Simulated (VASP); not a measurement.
# P (Pm-3m) in VASP: notebook, part 2 of 2

VASP 6.6.1. Earlier steps stand in the parts before.

## Step 3: Single point, PBEsol

This run uses another cell than the first one, of 14.20 Å³/atom, 1.025 times its volume.

The input, INCAR:

```
SYSTEM = P
  PREC = Accurate
  ENCUT = 500
  EDIFF = 1E-6
  ISMEAR = 0
  SIGMA = 0.1
  LREAL = .FALSE.
  LASPH = .TRUE.
  NELM = 120
  ALGO = Normal
  ISIF = 2
  LWAVE = .FALSE.
  LCHARG = .FALSE.
  GGA = PS
  NBANDS = 8
  GGA_COMPAT = .FALSE.
```

The input, KPOINTS:

```
Automatic mesh
0
G
  18 18 18
  0 0 0
```

The input, POSCAR:

```
P
1.0
    2.4214851896      0.0000000000      0.0000000000
    0.0000000000      2.4214851896      0.0000000000
    0.0000000000      0.0000000000      2.4214851896
P
1
Direct
    0.0000000000      0.0000000000      0.0000000000
```

Potentials or basis: VASP PAW PBE potentials, release 64 (P).

Started as:

```bash
cat potpaw_PBE.64/P/POTCAR > POTCAR
mpirun -np 1 vasp_std > vasp.out
```

OUTCAR:

```text
SYSTEM = P
   PREC = Accurate
   ENCUT = 500
   EDIFF = 1E-6
   ISMEAR = 0
   LREAL = .FALSE.
   LASPH = .TRUE.
   NELM = 120
   ISIF = 2
   GGA = PS

 ion  position               nearest neighbor table
   1  0.000  0.000  0.000-

  LATTYP: Found a simple cubic cell.
 ALAT       =     2.4214851896

  Lattice vectors:

 A1 = (   2.4214851896,   0.0000000000,   0.0000000000)
 A2 = (   0.0000000000,   2.4214851896,   0.0000000000)
 A3 = (   0.0000000000,   0.0000000000,   2.4214851896)

Analysis of symmetry for initial positions (statically):
=====================================================================
 Subroutine PRICEL returns:
 Original cell was already a primitive cell.

 Routine SETGRP: Setting up the symmetry group for a
 simple cubic supercell.

 Subroutine GETGRP returns: Found 48 space group operations
 (whereof 48 operations were pure point group operations)
 out of a pool of 48 trial point group operations.

The static configuration has the point symmetry O_h .

Analysis of symmetry for dynamics (positions and initial velocities):
=====================================================================
 Subroutine PRICEL returns:
 Original cell was already a primitive cell.

 Routine SETGRP: Setting up the symmetry group for a
 simple cubic supercell.

 Subroutine GETGRP returns: Found 48 space group operations
 (whereof 48 operations were pure point group operations)
 out of a pool of 48 trial point group operations.

The dynamic configuration has the point symmetry O_h .

 Subroutine INISYM returns: Found 48 space group operations
 (whereof 48 operations are pure point group operations),
 and found     1 'primitive' translations

----------------------------------------------------------------------------------------

                                     Primitive cell

  volume of cell :      14.1986

  direct lattice vectors                    reciprocal lattice vectors
     2.421485190  0.000000000  0.000000000     0.412969695  0.000000000  0.000000000
     0.000000000  2.421485190  0.000000000     0.000000000  0.412969695  0.000000000
     0.000000000  0.000000000  2.421485190     0.000000000  0.000000000  0.412969695

  length of vectors
     2.421485190  2.421485190  2.421485190     0.412969695  0.412969695  0.412969695

  position of ions in fractional coordinates (direct lattice)
     0.000000000  0.000000000  0.000000000

  ion indices of the primitive-cell ions
   primitive index   ion index
                 1           1

----------------------------------------------------------------------------------------

 KPOINTS: Automatic mesh

Automatic generation of k-mesh.
 Grid dimensions read from file:
 generate k-points for:   18   18   18

 Generating k-lattice:

  Cartesian coordinates                     Fractional coordinates (reciprocal lattice)
     0.022942761  0.000000000  0.000000000     0.055555556  0.000000000  0.000000000
     0.000000000  0.022942761  0.000000000     0.000000000  0.055555556  0.000000000
     0.000000000  0.000000000  0.022942761     0.000000000  0.000000000  0.055555556

  Length of vectors
     0.022942761  0.022942761  0.022942761

  Shift w.r.t. Gamma in fractional coordinates (k-lattice)
     0.000000000  0.000000000  0.000000000

 Subroutine IBZKPT returns following result:
 ===========================================

 Found    220 irreducible k-points:

 Following reciprocal coordinates:
            Coordinates               Weight
  0.000000  0.000000  0.000000      1.000000
  0.055556  0.000000  0.000000      6.000000
  0.111111  0.000000  0.000000      6.000000
  0.166667  0.000000  0.000000      6.000000
  0.222222  0.000000  0.000000      6.000000
  0.277778  0.000000  0.000000      6.000000
[... 16 lines left out ...]
  0.277778  0.111111  0.000000     24.000000
  0.333333  0.111111  0.000000     24.000000
 [... further k-points ...]
   k-points           NKPTS =    220   k-points in BZ     NKDIM =    220   number of bands    NBANDS=      8
   number of dos      NEDOS =    301   number of ions     NIONS =      1
   total plane-waves  NPLWV =   5832
   dimension x,y,z NGX =    18 NGY =   18 NGZ =   18
   dimension x,y,z NGXF=    36 NGYF=   36 NGZF=   36
   ions per type =               1
   NGX,Y,Z   is equivalent  to a cutoff of  12.36, 12.36, 12.36 a.u.
   NGXF,Y,Z  is equivalent  to a cutoff of  24.72, 24.72, 24.72 a.u.
 SYSTEM =  P
   PREC   = accura    normal or accurate (medium, high low for compatibility)
   ISTART =      0    job   : 0-new  1-cont  2-samecut
   ICHARG =      2    charge: 1-file 2-atom 10-const
   ISPIN  =      1    spin polarized calculation?
   LNONCOLLINEAR =      F non collinear calculations
   LSORBIT =      F    spin-orbit coupling
   LASPH  =      T    aspherical Exc in radial PAW
   ENCUT  =  500.0 eV  36.75 Ry    6.06 a.u.   4.41  4.41  4.41*2*pi/ulx,y,z
   NELM   =    120;   NELMIN=  2; NELMDL= -5     # of ELM steps
   EDIFF  = 0.1E-05   stopping-criterion for ELM
   LREAL  =      F    real-space projection
   EDIFFG = 0.1E-04   stopping-criterion for IOM
   NSW    =      0    number of steps for IOM
   IBRION =     -1    ionic relax: 0-MD 1-quasi-New 2-CG
   NFREE  =      0    steps in history (QN), initial steepest desc. (CG)
   ISIF   =      2    stress and relaxation
   ISYM   =      2    0-nonsym 1-usesym 2-fastsym
   POTIM  = 0.5000    time-step for ionic-motion
   TEBEG  =    0.0;   TEEND  =   0.0 temperature during run
   PSTRESS=    0.0 pullay stress
   NELECT =       5.0000    total number of electrons
   NUPDOWN=      -1.0000    fix difference up-down
   EMIN   =  10.00;   EMAX   =-10.00  energy-range for DOS
   EFERMI =   0.00;   METHOD = LEGACY
   ISMEAR =     0;   SIGMA  =   0.10  broadening in eV -4-tet -1-fermi 0-gaus
   EFERMI_NEDOS =   21; number of points for ismear=-14 and -15
   IALGO  =     38    algorithm
   IMIX   =      4    mixing-type and parameters
     AMIX     =   0.40;   BMIX     =  1.00
     AMIX_MAG =   1.60;   BMIX_MAG =  1.00
  volume/ion in A,a.u.               =      14.20        95.82
  Fermi-wavevector in a.u.,A,eV,Ry     =   1.156067  2.184650 18.184064  1.336491
  Thomas-Fermi vector in A             =   2.292690
   LORBIT       =      0    0 simple, 1 ext, 2 COOP (PROOUT), +10 PAW based schemes
   GGA     = PS    functional components
   LHFCALC =     F    Hartree Fock is set to
   AEXX    =    0.0000 exact exchange contribution
   IVDW    =     0    specifies the selected vdW correction
   LEPSILON=     F    determine dielectric tensor
   LRPA    =     F    only Hartree local field effects (RPA)
 non-spin polarized calculation
 Gauss-broadening in eV      SIGMA  =   0.10
  energy-cutoff  :      500.00
  volume of cell :       14.20
 maximum number of plane-waves:       380
 NGX is ok and might be reduce to    18
   NGX =  9   NGY =  9   NGZ =  9

 number of electron       4.9999997 magnetization

 Free energy of the ion-electron system (eV)
  ---------------------------------------------------
  ext. energy  EPLUGINS =         0.00000000
  ---------------------------------------------------
  free energy    TOTEN  =        -5.76540845 eV

  energy without entropy =       -5.76330168  energy(sigma->0) =       -5.76435506

 E-fermi :   9.8714     XC(G=0): -11.4876

 val. band max:        9.8431136232   @ k =   0.1667   0.1111   0.0556
 cond. band min:       9.9286279412   @ k =   0.5000   0.2778   0.2778
 fundamental gap:      0.0855143180
 Fermi energy:         9.8713663102

 k-point     1 :       0.0000    0.0000    0.0000
  band No.  band energies     occupation
      1      -6.8173      2.00000
      2      15.1008      0.00000
      3      15.1008      0.00000
      4      15.1008      0.00000
      5      16.7574      0.00000
      6      16.7574      0.00000
      7      24.3270      0.00000
      8      34.7965      0.00000

 k-point     2 :       0.0556    0.0000    0.0000
  band No.  band energies     occupation
      1      -6.7452      2.00000
      2      13.6645      0.00000
      3      15.1579      0.00000
      4      15.1579      0.00000
      5      16.8153      0.00000
      6      18.1038      0.00000
      7      24.5756      0.00000
      8      34.2258      0.00000
[... 221 lines left out ...]
 k-point    23 :       0.2778    0.1111    0.0000
  band No.  band energies     occupation
      1      -4.7665      2.00000
      2       6.1294      2.00000
      3      13.2485      0.00000
      4      16.6697      0.00000
      5      20.1343      0.00000
      6      24.1861      0.00000
      7      26.0154      0.00000
      8      28.2621      0.00000

 k-point    24 :       0.3333    0.1111    0.0000
  band No.  band energies     occupation
      1      -4.0275      2.00000
      2       4.4648      2.00000
      3      13.7984      0.00000
      4      17.1827      0.00000
      5      20.6365      0.00000
      6      23.3408      0.00000
      7      26.3778      0.00000
      8      26.8743      0.00000

 [... further k-points ...]
[... 5 lines left out ...]
  --------------------------------------------------------------------------------------
  -------------------------------------------------------------------------------------
  Total        0.0103318      0.0103318      0.0103318     -0.0000000     -0.0000000      0.0000000
  in kB        1.1658512      1.1658512      1.1658512     -0.0000000     -0.0000000      0.0000000
  external PRESSURE =       1.1658512 kB  Pullay stress =       0.0000000 kB

 VOLUME and BASIS-vectors are now :
 -----------------------------------------------------------------------------
  energy-cutoff  :      500.00
  volume of cell :       14.20
      direct lattice vectors                 reciprocal lattice vectors
     2.421485190  0.000000000  0.000000000     0.412969695  0.000000000  0.000000000
     0.000000000  2.421485190  0.000000000     0.000000000  0.412969695  0.000000000
     0.000000000  0.000000000  2.421485190     0.000000000  0.000000000  0.412969695

 POSITION                                       TOTAL-FORCE (eV/Angst)
 -----------------------------------------------------------------------------------
      0.00000      0.00000      0.00000         0.000000      0.000000      0.000000
 -----------------------------------------------------------------------------------
    total drift:                               -0.000000      0.000000      0.000000

  FREE ENERGIE OF THE ION-ELECTRON SYSTEM (eV)
  ---------------------------------------------------
  free  energy   TOTEN  =        -5.7654084511 eV

  energy  without entropy=       -5.7633016756  energy(sigma->0) =       -5.76435506
```

It took 8.5 s on 1 thread of Intel Xeon Platinum 8488C (Sapphire Rapids), shared host; peak memory 0.12 GiB.

What came out:

| Property | Result |
| --- | --- |
| Free energy | -5.7654 eV |
| Pressure | 0.1 GPa |

Caveat: the PAW data sets were made with another functional, which shifts forces and pressure a little.
